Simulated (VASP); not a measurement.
# KCl (Pm-3m) in VASP: a series of runs, part 2 of 2

VASP 6.6.1.

## Step 3: Single point, PBE (27.65 Å³/atom)

This run uses another cell than the first one, of 27.65 Å³/atom.

INCAR

```
PREC = Accurate
ENCUT = 520
EDIFF = 1E-7
ISMEAR = 0
SIGMA = 0.05
LREAL = False
LASPH = True
NELM = 60
ALGO = Normal
ISIF = 2
LWAVE = False
LCHARG = True
GGA = PE
LELF = True
LVHAR = True
NBANDS = 15
```

KPOINTS

```
regular mesh
0
Gamma
  10 10 10
```

POSCAR

```
KCl
1.0
    3.8096815152      0.0000000000      0.0000000000
    0.0000000000      3.8096815152      0.0000000000
    0.0000000000      0.0000000000      3.8096815152
K Cl
1 1
Direct
    0.0000000000      0.0000000000      0.0000000000
    0.5000000000      0.5000000000      0.5000000000
```

Potentials or basis: VASP PAW PBE potentials, release 64 (K_sv, Cl).

Command:

```bash
cat potpaw_PBE.64/K_sv/POTCAR potpaw_PBE.64/Cl/POTCAR > POTCAR
mpirun -np 1 vasp_std > vasp.out
```

OUTCAR:

```text
PREC = Accurate
   ENCUT = 520
   EDIFF = 1E-7
   ISMEAR = 0
   LREAL = False
   LASPH = True
   NELM = 60
   ISIF = 2
   GGA = PE

 ion  position               nearest neighbor table
   1  0.000  0.000  0.000-
   2  0.500  0.500  0.500-

  LATTYP: Found a simple cubic cell.
 ALAT       =     3.8096815152

  Lattice vectors:

 A1 = (   3.8096815152,   0.0000000000,   0.0000000000)
 A2 = (   0.0000000000,   3.8096815152,   0.0000000000)
 A3 = (   0.0000000000,   0.0000000000,   3.8096815152)

Analysis of symmetry for initial positions (statically):
=====================================================================
 Subroutine PRICEL returns:
 Original cell was already a primitive cell.

 Routine SETGRP: Setting up the symmetry group for a
 simple cubic supercell.

 Subroutine GETGRP returns: Found 48 space group operations
 (whereof 48 operations were pure point group operations)
 out of a pool of 48 trial point group operations.

The static configuration has the point symmetry O_h .

[... 163 lines left out ...]
 cond. band min:       4.1758855424   @ k =   0.0000   0.0000   0.0000
 fundamental gap:      4.8944959598
 Fermi energy:        -0.5118950913

 k-point     1 :       0.0000    0.0000    0.0000
  band No.  band energies     occupation
      1     -28.7413      2.00000
      2     -13.3288      2.00000
      3     -12.1233      2.00000
      4     -12.1233      2.00000
      5     -12.1233      2.00000
      6      -0.9262      2.00000
      7      -0.9262      2.00000
      8      -0.9262      2.00000
      9       4.1759      0.00000
     10       5.8315      0.00000
     11       5.8315      0.00000
     12       9.9844      0.00000
     13       9.9844      0.00000
     14       9.9844      0.00000
[... 401 lines left out ...]
      2     -13.4088      2.00000
      3     -12.1591      2.00000
      4     -12.1232      2.00000
      5     -12.0060      2.00000
      6      -2.0007      2.00000
      7      -1.0623      2.00000
      8      -1.0512      2.00000
      9       6.0549      0.00000
     10       6.7609      0.00000
     11       7.3821      0.00000
     12       9.3706      0.00000
     13       9.3936      0.00000
     14      10.0538      0.00000
     15      11.3830      0.00000

 [... further k-points ...]
[... 5 lines left out ...]
  --------------------------------------------------------------------------------------
  -------------------------------------------------------------------------------------
  Total        0.1424098      0.1424098      0.1424098      0.0000000      0.0000000      0.0000000
  in kB        4.1265233      4.1265233      4.1265233      0.0000000      0.0000000      0.0000000
  external PRESSURE =       4.1265233 kB  Pullay stress =       0.0000000 kB

 VOLUME and BASIS-vectors are now :
 -----------------------------------------------------------------------------
  energy-cutoff  :      520.00
  volume of cell :       55.29
      direct lattice vectors                 reciprocal lattice vectors
     3.809681515  0.000000000  0.000000000     0.262489134  0.000000000  0.000000000
     0.000000000  3.809681515  0.000000000     0.000000000  0.262489134  0.000000000
     0.000000000  0.000000000  3.809681515     0.000000000  0.000000000  0.262489134

 POSITION                                       TOTAL-FORCE (eV/Angst)
 -----------------------------------------------------------------------------------
      0.00000      0.00000      0.00000         0.000000      0.000000      0.000000
      1.90484      1.90484      1.90484         0.000000      0.000000      0.000000
 -----------------------------------------------------------------------------------
    total drift:                               -0.000000      0.000000      0.000000

  FREE ENERGIE OF THE ION-ELECTRON SYSTEM (eV)
  ---------------------------------------------------
  free  energy   TOTEN  =        -6.6534461979 eV

  energy  without entropy=       -6.6534461979  energy(sigma->0) =       -6.65344620
```

OSZICAR:

```text
N       E                     dE             d eps       ncg     rms          rms(c)
DAV:   1     0.102643151166E+03    0.10264E+03   -0.72248E+03  1680   0.971E+02
DAV:   2    -0.850771217142E+00   -0.10349E+03   -0.95991E+02  2203   0.242E+02
DAV:   3    -0.676709369189E+01   -0.59163E+01   -0.58855E+01  2313   0.512E+01
DAV:   4    -0.696128158223E+01   -0.19419E+00   -0.19416E+00  2502   0.851E+00
DAV:   5    -0.696293197776E+01   -0.16504E-02   -0.16504E-02  2404   0.858E-01    0.298E+00
DAV:   6    -0.668493750904E+01    0.27799E+00   -0.30149E-01  2058   0.320E+00    0.247E+00
DAV:   7    -0.665123757180E+01    0.33700E-01   -0.89303E-02  2233   0.196E+00    0.149E+00
DAV:   8    -0.665316801713E+01   -0.19304E-02   -0.16776E-02  2385   0.101E+00    0.213E-01
DAV:   9    -0.665318850277E+01   -0.20486E-04   -0.76302E-04  2254   0.194E-01    0.108E-01
DAV:  10    -0.665344966620E+01   -0.26116E-03   -0.35232E-04  1918   0.148E-01    0.287E-02
DAV:  11    -0.665344494587E+01    0.47203E-05   -0.18302E-05  2404   0.315E-02    0.122E-02
DAV:  12    -0.665344636473E+01   -0.14189E-05   -0.11176E-06  1946   0.762E-03    0.202E-03
DAV:  13    -0.665344623208E+01    0.13266E-06   -0.91928E-08  1999   0.247E-03    0.253E-04
DAV:  14    -0.665344619789E+01    0.34191E-07   -0.11578E-08  1547   0.101E-03
   1 F= -.66534462E+01 E0= -.66534462E+01  d E =-.346555E-11
```

Wall time 42 s (1 thread of Intel Xeon 8259CL, shared host); peak memory 0.18 GiB.

What came out:

- Free energy: -6.6534 eV
- Pressure: 0.4 GPa
- Band gap on the k mesh: 4.89 eV (least direct gap 5.10 eV)

Levels at points of the mesh, in eV from the valence-band top:
```csv
k point,band 5,band 6,band 7,band 8,band 9,band 10,band 11,band 12
"(0.00, 0.00, 0.00)",-11.40,-0.21,-0.21,-0.21,4.89,6.55,6.55,10.70
"(0.50, 0.00, 0.00)",-11.25,-1.82,-0.22,-0.22,7.82,7.93,8.37,10.15
"(0.50, 0.50, 0.00)",-11.35,-1.23,-1.23,0.00,6.20,7.31,8.96,8.96
"(0.50, 0.50, 0.50)",-11.58,-1.36,-1.36,-1.36,8.88,8.88,8.88,9.98
```

A k mesh can miss the band edges. Expect the measured gap to be larger: semilocal functionals such as PBE lack the derivative discontinuity.

## Step 4: Single point, PBE (28.21 Å³/atom)

This run uses another cell than the first one, of 28.21 Å³/atom.

INCAR

```
SYSTEM = KCl
PREC = Accurate
ENCUT = 520
EDIFF = 1E-6
ISMEAR = 0
SIGMA = 0.05
LREAL = .False.
LASPH = .True.
NELM = 100
ALGO = Normal
ISIF = 2
LWAVE = .False.
LCHARG = .True.
GGA = PE
LELF = .True.
LVHAR = .True.
NBANDS = 15
```

KPOINTS

```
regular mesh
0
Gamma
  10 10 10
  0 0 0
```

POSCAR

```
KCl
1.0
    3.8354233874      0.0000000000      0.0000000000
    0.0000000000      3.8354233874      0.0000000000
    0.0000000000      0.0000000000      3.8354233874
K Cl
1 1
Direct
    0.0000000000      0.0000000000      0.0000000000
    0.5000000000      0.5000000000      0.5000000000
```

Command:

```bash
cat potpaw_PBE.64/K_sv/POTCAR potpaw_PBE.64/Cl/POTCAR > POTCAR
mpirun -np 1 vasp_std > vasp.out
```

Wall time 47 s (1 thread of Intel Xeon 8259CL, shared host); peak memory 0.19 GiB.

It converged, with:

* Free energy: -6.6553 eV
* Pressure: 0.0 GPa
* Band gap on the k mesh: 4.81 eV (least direct gap 5.01 eV)

Levels at points of the mesh, in eV from the valence-band top:
```tsv
k point	band 5	band 6	band 7	band 8	band 9	band 10	band 11	band 12
(0.00, 0.00, 0.00)	-11.44	-0.20	-0.20	-0.20	4.81	6.57	6.57	10.65
(0.50, 0.00, 0.00)	-11.29	-1.76	-0.21	-0.21	7.72	7.91	8.25	10.14
(0.50, 0.50, 0.00)	-11.39	-1.20	-1.20	0.00	6.19	7.29	8.94	8.94
(0.50, 0.50, 0.50)	-11.61	-1.31	-1.31	-1.31	8.82	8.82	8.82	9.89
```

## Step 5: The runs side by side

```tsv
cell	gap on the mesh (eV)	pressure (GPa)
a = 3.821 Å, 2 atoms	4.86	0.2
a = 3.810 Å, 2 atoms	4.89	0.4
a = 3.835 Å, 2 atoms	4.81	0.0
```

Alike in all rows: task single point; level PBE; potentials or basis VASP PAW PBE potentials, release 64 (K_sv, Cl); no spin polarisation; k mesh 10 × 10 × 10; cutoff (eV) 520; smearing gaussian 0.05 eV.

Absolute energies hang on the potentials; compare differences alone.
